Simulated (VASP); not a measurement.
Set up this calculation in VASP 6.6.1, as the native input.

| Quantity | Value |
| --- | --- |
| Task | single point |
| Functional | RPBE |
| Potentials or basis | VASP PAW PBE potentials, release 64 (Sr_sv) |
| Cutoff | 520 eV |
| k mesh | 9 × 9 × 9 |
| Occupations | fermi-dirac, width 0.1 eV |
| Spin | no spin polarisation |
| Dipole correction | no |
| Further INCAR settings | ALGO = Normal; EDIFF = 1e-07; NBANDS = 11 |

The structure of Sr lies in POSCAR:

```
Sr
1.0
    4.0704393652      0.0000000000      0.0000000000
    0.0000000000      4.0704393652      0.0000000000
    0.0000000000      0.0000000000      4.0704393652
Sr
1
Direct
    0.0000000000      0.0000000000      0.0000000000
```

This cell differs from its parent crystal: volume scaled by 1.08.

These files were run (other wordings do the same):

INCAR

```
SYSTEM = Sr
PREC     = Accurate       ! precision mode
ENCUT    = 520            ! plane-wave cutoff, eV
EDIFF    = 1E-7           ! SCF threshold, eV
ISMEAR   = -1             ! smearing method
SIGMA    = 0.1            ! smearing width, eV
LREAL    = .False.        ! projectors in reciprocal space
LASPH    = .True.         ! aspherical terms in the spheres
NELM     = 80             ! most SCF steps
ALGO     = Normal         ! electronic algorithm
ISIF     = 2              ! what is computed and relaxed
LWAVE    = .False.        ! write WAVECAR
LCHARG   = .False.        ! write CHGCAR
GGA      = RP             ! functional
NBANDS   = 11             ! bands
```

KPOINTS

```
regular mesh
0
Gamma
  9 9 9
  0 0 0
```

Potentials or basis: VASP PAW PBE potentials, release 64 (Sr_sv).

The run is started by

```sh
$ cat potpaw_PBE.64/Sr_sv/POTCAR > POTCAR
$ mpirun -np 1 vasp_std > vasp.out
```

Results of the run:

- Pressure: -0.4 GPa
- Band gap on the k mesh: zero (band 5 reaches 1.47 eV, above the bottom of band 6 at 0.77 eV)

Caveat: the PAW data sets were made with another functional, which shifts forces and pressure a little.

It took 9.1 s on 1 thread of Intel(R) Xeon(R) 6975P-C (Granite Rapids), on a shared host, peak memory 0.17 GiB.
